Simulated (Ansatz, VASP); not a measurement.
## V in VASP and in Ansatz

```
V
1.0
    14.00000    0.00000    0.00000
     0.00000   14.40000    0.00000
     0.00000    0.00000   14.80000
V
1
Direct
  0.50000 0.50000 0.50000
```

Alike in both runs: task single point; functional PBE; k mesh 1 × 1 × 1; occupations fermi-dirac, width 0.01 eV; collinear spin.

|  | VASP | Ansatz |
| --- | --- | --- |
| version | VASP 6.6.1 | Ansatz 0.2.0 |
| potentials or method | VASP PAW PBE potentials, release 64 (V_sv), cutoff 400 eV | plane waves (420 eV) with PAW, scalar-relativistic |
| valence electrons in the cell | 13 | 13 |

```tsv
	VASP	Ansatz	Ansatz less VASP
net moment per atom (μB)	5.00	5.00	0.000
size of the moment on the site where the two differ most (μB)	3.50	5.00	+1.497
```

Site moments also hang on the region over which each program counts them. Ansatz's warnings: given moment on shells, open shared shell at semilocal close, xc potential rough in thin density.
